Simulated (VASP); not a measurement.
The system is Y.

```
CELL_PARAMETERS angstrom
0.00000 2.54500 2.54500
2.54500 0.00000 2.54500
2.54500 2.54500 0.00000
ATOMIC_POSITIONS crystal
Y 0.00000 0.00000 0.00000
```

This isn't the form of Y at room conditions, which is hcp.

| Property | Result |
| --- | --- |
| Program | VASP 6.6.1 |
| Task | relaxation of volume and atoms at fixed shape |
| Functional | PBEsol |
| Potentials or basis | VASP PAW PBE potentials, release 64 (Y_sv) |
| Cutoff | 500 eV |
| k mesh | 9 × 9 × 9 |
| Occupations | gaussian, width 0.05 eV |
| Spin | no spin polarisation |

At the start: pressure -2.5 GPa; volume 32.97 Å³/atom.

Problem. How do energy, volume and symmetry change on relaxing?

Solution. Over 3 steps the energy falls by 18.3 meV/atom and the volume is 30.78 Å³/atom (-6.6 %); space group Fm-3m (No. 225, to 0.1 Å) before and after.

Step by step:
```tsv
step	energy change (eV)	largest force (eV/Å)	pressure (GPa)	volume (Å³)
1	0.0000	0.0000	-2.53	32.97
2	-0.0181	0.0000	0.34	30.55
3	-0.0183	0.0000	0.01	30.78
```

Final structure:
```cif
data_structure
_symmetry_space_group_name_H-M 'P 1'
_symmetry_Int_Tables_number 1
_cell_length_a 3.5178
_cell_length_b 3.5178
_cell_length_c 3.5178
_cell_angle_alpha 60.000
_cell_angle_beta 60.000
_cell_angle_gamma 60.000
_cell_volume 30.78
loop_
_atom_site_label
_atom_site_type_symbol
_atom_site_fract_x
_atom_site_fract_y
_atom_site_fract_z
_atom_site_occupancy
Y1 Y 0.00000 0.00000 0.00000 1
```

Caveat: the PAW data sets were made with another functional, which shifts forces and pressure a little.
